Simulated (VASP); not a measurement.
Runs of VASP 6.6.1 on CoBr3. The structure is that of space group Pm-3m (No. 221), or close to it. The cells are those of the table. 

| level | potentials or basis | spin | cell | gap on the mesh (eV) | pressure (GPa) | moment (μB) |
| --- | --- | --- | --- | --- | --- | --- |
| PBE+U | VASP PAW PBE potentials, release 64 (Co, Br) | collinear | a = 5.023 Å, 4 atoms | none | 0.3 | 2.58 |
| LDA+U | VASP PAW LDA potentials, release 64 (Co, Br) | collinear, ferromagnetic start | a = 5.119 Å, 4 atoms | none | (a) | 2.57 |
| PBE+U | VASP PAW PBE potentials, release 64 (Co, Br) | collinear | a = 5.084 Å, 4 atoms | none | -0.7 | 2.59 |
| PBE+U | VASP PAW PBE potentials, release 64 (Co, Br) | collinear | a = 5.050 Å, 4 atoms | none | (b) | 2.59 |

Alike in all rows: task single point; Co d U = 3.3 eV; k mesh 6 × 6 × 6; cutoff (eV) 520; smearing gaussian 0.05 eV.

Question: Estimate the missing entries.

Answer: (a) -4.9; (b) -0.2.

Caveats: the cell stands under tension (at least some runs).

A k mesh can miss the band edges, and the runs leave out spin-orbit coupling on Br.

A gap of «none» marks levels without a gap at the run's occupations.
